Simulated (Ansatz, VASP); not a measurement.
# Ba: VASP beside Ansatz

INCAR

```
PREC     = Accurate       # precision mode
ENCUT    = 520            # plane-wave cutoff, eV
EDIFF    = 1E-6           # SCF threshold, eV
ISMEAR   = 0              # smearing method
SIGMA    = 0.1            # smearing width, eV
LREAL    = False          # projectors in reciprocal space
LASPH    = True           # aspherical terms in the spheres
NELM     = 60             # most SCF steps
ALGO     = Fast           # electronic algorithm
ISIF     = 2              # what is computed and relaxed
LWAVE    = False          # write WAVECAR
LCHARG   = True           # write CHGCAR
GGA      = PE             # functional
LELF     = True           # ELF
LVHAR    = True         
NBANDS   = 11             # bands
```

KPOINTS

```
regular mesh
0
Gamma
  10 10 12
```

Contents of POSCAR:

```
Ba
1.0
    4.0274475675      0.0000000000      0.0000000000
    0.0000000000      4.0274475675      0.0000000000
    0.0000000000      0.0000000000      3.7387636660
Ba
1
Direct
    0.5000000000      0.5000000000      0.5000000000
```

Input for Ansatz:

```yaml
crystal:
  lattice:
    - [4.0274475675, 0.0, 0.0]
    - [0.0, 4.0274475675, 0.0]
    - [0.0, 0.0, 3.738763666]
  atoms:
    - { symbol: Ba, position: [0.5, 0.5, 0.5] }
basis:
  ecutwfc: 420
kpoints:
  mp_grid: { grid: [10, 10, 12] }
hamiltonian:
  xc: pbe
scf:
  occupations: { method: gaussian, width: 0.1 }
output:
  forces: true
  stress: true
  eigenvalues: true
  populations: true
```

Alike in both runs: task single point; functional PBE; k mesh 10 × 10 × 12; occupations gaussian, width 0.1 eV; no spin polarisation.

|  | VASP | Ansatz |
| --- | --- | --- |
| version | VASP 6.6.1 | Ansatz 0.2.0 |
| potentials or method | VASP PAW PBE potentials, release 64 (Ba_sv), cutoff 520 eV | scalar-relativistic, plane waves, PAW |
| valence electrons in the cell | 10 | 10 |

Ansatz gave:

| Property | Result |
| --- | --- |
| gap on the k mesh at the Fermi level (eV) | none |
| pressure (GPa) | 0.2 |
| traceless stress, the component that is largest in VASP (GPa) | 1.72 |

Problem. Which values does VASP return?

Solution. gap on the k mesh at the Fermi level (eV): none; pressure (GPa): 0.3; traceless stress, the component that is largest in VASP (GPa): 1.78.

A gap of «none» marks a metal or a gap that the smearing closes.

Neither program's run includes spin-orbit coupling.
